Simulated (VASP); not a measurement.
The system is LiH.

```
Li H
1.0
     3.25482    0.00000    0.00000
    -1.62741    2.81876    0.00000
     0.00000    0.00000    4.06907
Li H
2 2
Direct
  0.33333 0.66667 0.25000
  0.66667 0.33333 0.75000
  0.66667 0.33333 0.25000
  0.33333 0.66667 0.75000
```

Program: VASP 6.6.1. Alike in all runs: task single point; no spin polarisation; cell as given; cutoff (eV) 520; smearing gaussian 0.01 eV.

Question: Order these runs on this cell by their band gap on the k mesh, lowest first.
A. level LDA; potentials or basis VASP PAW LDA potentials, release 64 (Li_sv, H); k mesh 6 × 6 × 4
B. level HSE06; potentials or basis VASP PAW PBE potentials, release 64 (Li_sv, H); k mesh 6 × 6 × 4; grid for exact exchange (PRECFOCK) Normal; share of exact exchange 0.25; screening parameter 0.2079 1/Å
C. level r2SCAN; potentials or basis VASP PAW PBE potentials, release 64 (Li_sv, H); k mesh 6 × 6 × 4
D. level PBE; potentials or basis VASP PAW PBE potentials, release 64 (Li_sv, H); k mesh 6 × 6 × 6

Answer: A (1.45 eV), D (1.83 eV), C (2.30 eV), B (2.74 eV).

A k mesh can miss the band edges.
